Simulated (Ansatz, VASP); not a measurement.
**ZnS in VASP and in Ansatz**

```
Zn S
1.0
     3.73823    0.00000    0.00000
    -1.86912    3.23740    0.00000
     0.00000    0.00000    6.14300
Zn S
2 2
Direct
  0.33333 0.66667 0.00559
  0.66667 0.33333 0.50559
  0.33333 0.66667 0.37941
  0.66667 0.33333 0.87941
```

Change from the starting cell: unstrained.

Alike in both runs: task single point; functional LDA; k mesh 6 × 6 × 4; no spin polarisation.

|  | VASP | Ansatz |
| --- | --- | --- |
| version | VASP 6.6.1 | Ansatz 0.2.0 |
| potentials or method | VASP PAW LDA potentials, release 64 (Zn, S), cutoff 520 eV | all-electron LAPW, scalar-relativistic |
| occupations | gaussian, width 0.01 eV | fixed |

|  | VASP | Ansatz | Ansatz less VASP |
| --- | --- | --- | --- |
| gap on the k mesh at the Fermi level (eV) | 2.23 | 2.19 | -0.033 |
| pressure (GPa) | 0.3 | 0.0 | -0.23 |

LDA's correlation is that of Perdew and Zunger in VASP and of Perdew and Wang (1992) in Ansatz. Ansatz ran all-electron here, and VASP with PAW potentials.
